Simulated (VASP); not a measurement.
# Os (Fm-3m) in VASP: settings compared

Aim: see how the results for Os move with the level of theory and the settings. Levels: PBE, PBE+D3(BJ), PBE+D4. Tasks: relaxation of cell and atoms.

Everything below comes from runs of VASP 6.6.1. Logs are shortened: lines on timing, memory, paths and dates and some standing lists are left out, and cuts for length are marked.

**1. The cell of the first run**

It takes space group Fm-3m (No. 225, cubic). Conventional cell: a = 3.890 Å, b = 3.890 Å, c = 3.890 Å, α = 90.00°, β = 90.00°, γ = 90.00°. Within 3.6 Å of Os (site symmetry m-3m) lie 12 Os at 2.75 Å.

**2. Relaxation of cell and atoms, PBE**

The input, INCAR:

```
SYSTEM = Os
PREC = Accurate ; ENCUT = 600
EDIFF = 1E-6 ; ISMEAR = -1
SIGMA = 0.05 ; LREAL = .FALSE.
LASPH = .TRUE. ; NELM = 100
ALGO = Fast ; ISIF = 3
LWAVE = .FALSE. ; LCHARG = .FALSE.
GGA = PE ; IBRION = 2
NSW = 60 ; EDIFFG = -0.01
```

The input, KPOINTS:

```
regular mesh
0
G
  12 12 12
  0 0 0
```

The input, POSCAR:

```
Os
1.0
    0.0000000000      1.9450000000      1.9450000000
    1.9450000000      0.0000000000      1.9450000000
    1.9450000000      1.9450000000      0.0000000000
Os
1
Direct
    0.0000000000      0.0000000000      0.0000000000
```

Potentials or basis: VASP PAW PBE potentials, release 64 (Os).

Started as:

```
$ cat potpaw_PBE.64/Os/POTCAR > POTCAR
$ mpirun -np 1 vasp_std > vasp.out
```

OUTCAR:

```text
SYSTEM = Os
   PREC = Accurate
   ENCUT = 600
   EDIFF = 1E-6
   ISMEAR = -1
   LREAL = .FALSE.
   LASPH = .TRUE.
   NELM = 100
   ISIF = 3
   GGA = PE
   IBRION = 2
   NSW = 60
   EDIFFG = -0.01

 ion  position               nearest neighbor table
   1  0.000  0.000  0.000-

  LATTYP: Found a face centered cubic cell.
 ALAT       =     3.8900000000

  Lattice vectors:

 A1 = (   0.0000000000,   1.9450000000,   1.9450000000)
 A2 = (   1.9450000000,   0.0000000000,   1.9450000000)
 A3 = (   1.9450000000,   1.9450000000,   0.0000000000)

Analysis of symmetry for initial positions (statically):
=====================================================================
 Subroutine PRICEL returns:
 Original cell was already a primitive cell.

 Routine SETGRP: Setting up the symmetry group for a
 face centered cubic supercell.

 Subroutine GETGRP returns: Found 48 space group operations
 (whereof 48 operations were pure point group operations)
 out of a pool of 48 trial point group operations.

The static configuration has the point symmetry O_h .

Analysis of symmetry for dynamics (positions and initial velocities):
=====================================================================
 Subroutine PRICEL returns:
 Original cell was already a primitive cell.

 Routine SETGRP: Setting up the symmetry group for a
 face centered cubic supercell.

 Subroutine GETGRP returns: Found 48 space group operations
 (whereof 48 operations were pure point group operations)
 out of a pool of 48 trial point group operations.

The dynamic configuration has the point symmetry O_h .

 Subroutine INISYM returns: Found 48 space group operations
 (whereof 48 operations are pure point group operations),
 and found     1 'primitive' translations

----------------------------------------------------------------------------------------

                                     Primitive cell

  volume of cell :      14.7160

  direct lattice vectors                    reciprocal lattice vectors
     0.000000000  1.945000000  1.945000000    -0.257069409  0.257069409  0.257069409
     1.945000000  0.000000000  1.945000000     0.257069409 -0.257069409  0.257069409
     1.945000000  1.945000000  0.000000000     0.257069409  0.257069409 -0.257069409

  length of vectors
     2.750645379  2.750645379  2.750645379     0.445257277  0.445257277  0.445257277

  position of ions in fractional coordinates (direct lattice)
     0.000000000  0.000000000  0.000000000

  ion indices of the primitive-cell ions
   primitive index   ion index
                 1           1

[... 81 lines left out ...]
   PSTRESS=    0.0 pullay stress
   NELECT =       8.0000    total number of electrons
   NUPDOWN=      -1.0000    fix difference up-down
   EMIN   =  10.00;   EMAX   =-10.00  energy-range for DOS
   EFERMI =   0.00;   METHOD = LEGACY
   ISMEAR =    -1;   SIGMA  =   0.05  broadening in eV -4-tet -1-fermi 0-gaus
   EFERMI_NEDOS =   21; number of points for ismear=-14 and -15
   IALGO  =     68    algorithm
   IMIX   =      4    mixing-type and parameters
     AMIX     =   0.40;   BMIX     =  1.00
     AMIX_MAG =   1.60;   BMIX_MAG =  1.00
  volume/ion in A,a.u.               =      14.72        99.31
  Fermi-wavevector in a.u.,A,eV,Ry     =   1.336109  2.524880 24.288947  1.785187
  Thomas-Fermi vector in A             =   2.464761
   LORBIT       =      0    0 simple, 1 ext, 2 COOP (PROOUT), +10 PAW based schemes
   GGA     = PE    functional components
   LHFCALC =     F    Hartree Fock is set to
   AEXX    =    0.0000 exact exchange contribution
   IVDW    =     0    specifies the selected vdW correction
   LEPSILON=     F    determine dielectric tensor
   LRPA    =     F    only Hartree local field effects (RPA)
 conjugate gradient relaxation of ions
 non-spin polarized calculation
 RMM-DIIS sequential band-by-band and
  energy-cutoff  :      600.00
  volume of cell :       14.72
 maximum number of plane-waves:       531
 NGX is ok and might be reduce to    24
   NGX = 11   NGY = 11   NGZ = 11

--------------------------------------- Ionic step        1  -------------------------------------------

 number of electron       8.0000000 magnetization

 Free energy of the ion-electron system (eV)
  ---------------------------------------------------
  ext. energy  EPLUGINS =         0.00000000
  ---------------------------------------------------
  free energy    TOTEN  =       -11.12017203 eV

  energy without entropy =      -11.11572174  energy(sigma->0) =      -11.11794688

------------------------ aborting loop because EDIFF is reached ----------------------------------------

  FORCE on cell =-STRESS in cart. coord.  units (eV):
  Direction    XX          YY          ZZ          XY          YZ          ZX
  --------------------------------------------------------------------------------------
  -------------------------------------------------------------------------------------
  Total       -0.9284719     -0.9284719     -0.9284719      0.0000000      0.0000000      0.0000000
  in kB     -101.0858836   -101.0858836   -101.0858836      0.0000000      0.0000000      0.0000000
  external PRESSURE =    -101.0858836 kB  Pullay stress =       0.0000000 kB
[... 22 lines left out ...]
--------------------------------------- Ionic step        2  -------------------------------------------

 number of electron       8.0000000 magnetization

 E-fermi :  10.8020     XC(G=0): -14.5613

 val. band max:       10.7440509623   @ k =  -0.3333   0.4167   0.0833
 cond. band min:      10.8021297709   @ k =   0.0000   0.0000   0.0000
 fundamental gap:      0.0580788086
 Fermi energy:        10.8020224868

 k-point     1 :       0.0000    0.0000    0.0000
  band No.  band energies     occupation
      1      -0.9078      2.00000
      2       7.3019      2.00000
      3       7.3019      2.00000
      4       7.3019      2.00000
      5      10.8021      0.99893
      6      10.8021      0.99893
      7      24.8674      0.00000
      8      31.2350      0.00000
[... 322 lines left out ...]
--------------------------------------- Ionic step        4  -------------------------------------------

 number of electron       8.0000000 magnetization

 Free energy of the ion-electron system (eV)
  ---------------------------------------------------
  ext. energy  EPLUGINS =         0.00000000
  ---------------------------------------------------
  free energy    TOTEN  =       -11.13300505 eV

  energy without entropy =      -11.12874586  energy(sigma->0) =      -11.13087546

 E-fermi :   9.0708     XC(G=0): -13.9185

 val. band max:        9.0437050614   @ k =   0.0000   0.0000   0.0000
 cond. band min:       9.1040267635   @ k =  -0.4167   0.3333   0.0000
 fundamental gap:      0.0603217021
 Fermi energy:         9.0707957981

 k-point     1 :       0.0000    0.0000    0.0000
  band No.  band energies     occupation
      1      -1.6193      2.00000
      2       6.0976      2.00000
      3       6.0976      2.00000
      4       6.0976      2.00000
      5       9.0437      1.26447
      6       9.0437      1.26447
      7      23.2556      0.00000
      8      28.9431      0.00000
[... 281 lines left out ...]
  FREE ENERGIE OF THE ION-ELECTRON SYSTEM (eV)
  ---------------------------------------------------
  free  energy   TOTEN  =       -11.1330050540 eV

  energy  without entropy=      -11.1287458580  energy(sigma->0) =      -11.13087546

 reached required accuracy - stopping structural energy minimisation
```

OSZICAR:

```text
N       E                     dE             d eps       ncg     rms          rms(c)
DAV:   1     0.347647168518E+02    0.34765E+02   -0.46519E+03  1176   0.104E+03
DAV:   2    -0.108950680804E+02   -0.45660E+02   -0.44186E+02  1192   0.224E+02
DAV:   3    -0.118342951110E+02   -0.93923E+00   -0.93585E+00  1544   0.319E+01
[... 35 lines left out ...]
       N       E                     dE             d eps       ncg     rms          rms(c)
DAV:   1    -0.111330383783E+02   -0.67712E-04   -0.10934E-03  1448   0.296E-01    0.802E-02
RMM:   2    -0.111330093567E+02    0.29022E-04   -0.22251E-05  1151   0.533E-02    0.258E-02
RMM:   3    -0.111330046888E+02    0.46679E-05   -0.19353E-05  1134   0.355E-02    0.427E-03
RMM:   4    -0.111330050540E+02   -0.36518E-06   -0.13905E-06   655   0.187E-02
   4 F= -.11133005E+02 E0= -.11130875E+02  d E =-.128330E-01
```

Run time: 52 s. Hardware: 1 thread of AMD EPYC 7R13, shared host; peak memory 0.13 GiB.

What came out:

```yaml
Free_energy: -11.1330 eV
Relaxed_volume: 14.32 Å³/atom
Relaxed_cell: a = 2.726 Å, b = 2.726 Å, c = 2.726 Å, α = 60.00°, β = 60.00°, γ = 60.00°
Space_group_after_relaxing_to_0.05_Å: Fm-3m (No. 225)
Energy_gained_by_relaxing: 12.8 meV/atom
Ionic_steps: 4
Pressure_after_relaxing: -0.1 GPa
Band_gap_on_the_k_mesh: zero (band 4 reaches 11.33 eV, above the bottom of band 5 at 7.65 eV)
```

Step by step:
```csv
step,energy change (eV),largest force (eV/Å),pressure (GPa),volume (Å³)
1,0.0000,0.0000,-10.11,14.72
2,0.2281,0.0000,57.50,12.83
3,-0.0128,0.0000,-0.57,14.34
4,-0.0128,0.0000,-0.07,14.32
```

Final structure:
```
CELL_PARAMETERS angstrom
0.00000 1.92757 1.92757
1.92757 0.00000 1.92757
1.92757 1.92757 0.00000
ATOMIC_POSITIONS crystal
Os 0.00000 0.00000 0.00000
```

Caveat: spin-orbit coupling is left out, which moves the levels of the heavy elements.

**3. Relaxation of cell and atoms, PBE+D3(BJ)**

The input, INCAR:

```
SYSTEM = Os
ALGO     = Normal         ! electronic algorithm
EDIFF    = 1E-6           ! SCF threshold, eV
EDIFFG   = -0.01          ! ionic threshold
ENCUT    = 600            ! plane-wave cutoff, eV
GGA      = PE             ! functional
IBRION   = 2              ! ionic algorithm
ISIF     = 3              ! what is computed and relaxed
ISMEAR   = -1             ! smearing method
IVDW     = 12             ! dispersion correction
LASPH    = .TRUE.         ! aspherical terms in the spheres
LCHARG   = .FALSE.        ! write CHGCAR
LREAL    = .FALSE.        ! projectors in reciprocal space
LWAVE    = .FALSE.        ! write WAVECAR
NELM     = 100            ! most SCF steps
NSW      = 60             ! ionic steps
PREC     = Accurate       ! precision mode
SIGMA    = 0.05           ! smearing width, eV
```

The input, KPOINTS:

```
k-points
0
G
  12 12 12
  0 0 0
```

POSCAR is that of step 2.

Potentials or basis: VASP PAW PBE potentials, release 64 (Os).

Started as:

```
$ cat potpaw_PBE.64/Os/POTCAR > POTCAR
$ mpirun -np 1 vasp_std > vasp.out
```

Wall time 43 s (1 thread of AMD EPYC 7R13, shared host); peak memory 0.13 GiB.

It converged, with:

```
Free energy                            : -11.7778 eV
Relaxed volume                         : 14.06 Å³/atom
Relaxed cell                           : a = 2.709 Å, b = 2.709 Å, c = 2.709 Å, α = 60.00°, β = 60.00°, γ = 60.00°
Space group after relaxing (to 0.05 Å) : Fm-3m (No. 225)
Energy gained by relaxing              : 36.6 meV/atom
Ionic steps                            : 5
Pressure after relaxing                : 0.0 GPa
Band gap on the k mesh                 : zero (band 4 reaches 11.69 eV, above the bottom of band 5 at 7.88 eV)
Dispersion energy per atom             : -0.651 eV
```

Step by step:
| step | energy change (eV) | largest force (eV/Å) | pressure (GPa) | volume (Å³) |
| --- | --- | --- | --- | --- |
| 1 | 0.0000 | 0.0000 | -17.11 | 14.72 |
| 2 | 0.7707 | 0.0000 | 127.23 | 11.62 |
| 3 | -0.0363 | 0.0000 | -1.64 | 14.12 |
| 4 | -0.0366 | 0.0000 | -0.41 | 14.08 |
| 5 | -0.0366 | 0.0000 | -0.01 | 14.06 |

Final structure:
```cif
data_structure
_symmetry_space_group_name_H-M 'P 1'
_symmetry_Int_Tables_number 1
_cell_length_a 2.7093
_cell_length_b 2.7093
_cell_length_c 2.7093
_cell_angle_alpha 60.000
_cell_angle_beta 60.000
_cell_angle_gamma 60.000
_cell_volume 14.06
loop_
_atom_site_label
_atom_site_type_symbol
_atom_site_fract_x
_atom_site_fract_y
_atom_site_fract_z
_atom_site_occupancy
Os1 Os 0.00000 0.00000 0.00000 1
```

Levels at points of the mesh, in eV from the Fermi level:
```tsv
k point	band 1	band 2	band 3	band 4	band 5	band 6	band 7	band 8
(0.00, 0.00, 0.00)	-10.86	-3.06	-3.06	-3.06	-0.02	-0.02	14.17	19.97
(0.50, 0.00, 0.00)	-7.74	-3.21	-3.21	-0.30	2.38	2.38	8.89	13.71
(0.50, 0.50, 0.00)	-7.63	-6.92	2.27	2.34	3.06	3.06	12.18	12.18
```

Caveat: spin-orbit coupling is left out, which moves the levels of the heavy elements; pairwise dispersion overbinds metals, which lowers pressure and volume.

**4. Relaxation of cell and atoms, PBE+D4**

The input, INCAR:

```
SYSTEM = Os
ALGO = Normal
EDIFF = 1E-7
EDIFFG = -0.01
ENCUT = 600
GGA = PE
IBRION = 2
ISIF = 3
ISMEAR = -1
IVDW = 13
LASPH = .True.
LCHARG = .False.
LREAL = .False.
LWAVE = .False.
NELM = 100
NSW = 60
PREC = Accurate
SIGMA = 0.05
```

The input, KPOINTS:

```
k-points
0
Gamma
  12 12 12
  0 0 0
```

POSCAR is that of step 3.

Started as:

```
$ cat potpaw_PBE.64/Os/POTCAR > POTCAR
$ mpirun -np 1 vasp_std > vasp.out
```

It took 67 s on 1 thread of AMD EPYC 7R13, shared host; peak memory 0.12 GiB.

It converged, with:

```
Free energy                            : -11.8241 eV
Relaxed volume                         : 14.07 Å³/atom
Relaxed cell                           : a = 2.710 Å, b = 2.710 Å, c = 2.710 Å, α = 60.00°, β = 60.00°, γ = 60.00°
Space group after relaxing (to 0.05 Å) : Fm-3m (No. 225)
Energy gained by relaxing              : 35.6 meV/atom
Ionic steps                            : 5
Pressure after relaxing                : 0.0 GPa
Band gap on the k mesh                 : zero (band 4 reaches 11.67 eV, above the bottom of band 5 at 7.87 eV)
Dispersion energy per atom             : -0.697 eV
```

The path:
```csv
step,energy change (eV),largest force (eV/Å),pressure (GPa),volume (Å³)
1,0.0000,0.0000,-16.91,14.72
2,0.7557,0.0000,125.63,11.65
3,-0.0354,0.0000,-1.58,14.12
4,-0.0357,0.0000,-0.42,14.09
5,-0.0356,0.0000,0.00,14.07
```

Final structure:
```xyz
1
Lattice="0.0000 1.9162 1.9162 1.9162 0.0000 1.9162 1.9162 1.9162 0.0000" Properties=species:S:1:pos:R:3 pbc="T T T"
Os    0.0000    0.0000    0.0000
```

Levels at points of the mesh, in eV from the Fermi level:
```tsv
k point	band 2	band 3	band 4	band 5	band 6	band 7
(0.00, 0.00, 0.00)	-3.05	-3.05	-3.05	-0.02	-0.02	14.17
(0.50, 0.00, 0.00)	-3.21	-3.21	-0.30	2.38	2.38	8.88
(0.50, 0.50, 0.00)	-6.91	2.27	2.33	3.06	3.06	12.17
```

Caveat: spin-orbit coupling is left out, which moves the levels of the heavy elements; pairwise dispersion overbinds metals, which lowers pressure and volume.

**5. The runs side by side**

| level | gap on the mesh (eV) | pressure (GPa) | relaxed volume (Å³/atom) |
| --- | --- | --- | --- |
| PBE | none | -0.1 | 14.32 |
| PBE+D3(BJ) | none | 0.0 | 14.06 |
| PBE+D4 | none | 0.0 | 14.07 |

Alike in all rows: task relaxation of cell and atoms; potentials or basis VASP PAW PBE potentials, release 64 (Os); no spin polarisation; cell relaxed; k mesh 12 × 12 × 12; cutoff (eV) 600; smearing fermi-dirac 0.05 eV.

Caveats: spin-orbit coupling is left out, which moves the levels of the heavy elements; pairwise dispersion overbinds metals, which lowers pressure and volume (some runs).

Absolute energies hang on the potentials; compare differences alone.
